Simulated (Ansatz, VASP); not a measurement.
One calculation of Ta2N, two programs

File INCAR:

```
SYSTEM = Ta2N
ALGO = Normal
EDIFF = 1E-7
ENCUT = 520
GGA = PS
ISIF = 2
ISMEAR = 0
LASPH = .True.
LCHARG = .False.
LREAL = .False.
LWAVE = .False.
NBANDS = 50
NELM = 60
PREC = Accurate
SIGMA = 0.1
```

KPOINTS

```
k-points
0
Gamma
  6 6 6
  0 0 0
```

POSCAR

```
Ta2N
1.0
    5.2965720514      0.0000000000      0.0000000000
   -2.6482860257      4.5869659495      0.0000000000
    0.0000000000      0.0000000000      4.9391825701
Ta N
6 3
Direct
    0.6663616700      0.6663616700      0.7536182600
    0.0000000000      0.3336383300      0.7536182600
    0.3336383300      0.0000000000      0.7536182600
    0.3336383300      0.3336383300      0.2463817400
    0.0000000000      0.6663616700      0.2463817400
    0.6663616700      0.0000000000      0.2463817400
    0.6666666667      0.3333333333      0.5000000000
    0.3333333333      0.6666666667      0.5000000000
    0.0000000000      0.0000000000      0.0000000000
```

Input for Ansatz:

```yaml
crystal:
  lattice:
    - [5.2965720514, 0.0, 0.0]
    - [-2.6482860257, 4.5869659495, 0.0]
    - [0.0, 0.0, 4.9391825701]
  atoms:
    - { symbol: Ta, position: [0.66636167, 0.66636167, 0.75361826] }
    - { symbol: Ta, position: [0.0, 0.33363833, 0.75361826] }
    - { symbol: Ta, position: [0.33363833, 0.0, 0.75361826] }
    - { symbol: Ta, position: [0.33363833, 0.33363833, 0.24638174] }
    - { symbol: Ta, position: [0.0, 0.66636167, 0.24638174] }
    - { symbol: Ta, position: [0.66636167, 0.0, 0.24638174] }
    - { symbol: "N", position: [0.6666666667, 0.3333333333, 0.5] }
    - { symbol: "N", position: [0.3333333333, 0.6666666667, 0.5] }
    - { symbol: "N", position: [0.0, 0.0, 0.0] }
basis:
  ecutwfc: 420
kpoints:
  mp_grid: { grid: [6, 6, 6] }
hamiltonian:
  xc: pbesol
scf:
  occupations: { method: gaussian, width: 0.1 }
output:
  forces: true
  stress: true
  eigenvalues: true
```

Alike in both runs: task single point; functional PBEsol; k mesh 6 × 6 × 6; occupations gaussian, width 0.1 eV; no spin polarisation.

|  | VASP | Ansatz |
| --- | --- | --- |
| version | VASP 6.6.1 | Ansatz 0.2.0 |
| potentials or method | VASP PAW PBE potentials, release 64 (Ta_pv, N), cutoff 520 eV | scalar-relativistic, plane waves, PAW |
| valence electrons in the cell | 81 | 93 |

Ansatz gave:

| Item | Value |
| --- | --- |
| gap on the k mesh at the Fermi level (eV) | none |
| pressure (GPa) | -5.3 |
| traceless stress, the component that is largest in VASP (GPa) | 0.48 |
| rms of the force components (eV/Å) | 0.076 |

Which values does VASP return?

gap on the k mesh at the Fermi level (eV): none; pressure (GPa): -4.8; traceless stress, the component that is largest in VASP (GPa): 0.46; rms of the force components (eV/Å): 0.069.

VASP's potentials were made for PBE, not for PBEsol. Atom by atom the forces differ by 0.008 eV/Å (rms over components). A gap of «none» marks a metal or a gap that the smearing closes. With one functional, cell and mesh, what is left measures potentials, basis and numerics. VASP's potentials hold 81 valence electrons a cell and Ansatz's 93, so a difference there can come from the potentials and not from the codes.

Spin-orbit coupling is off throughout.
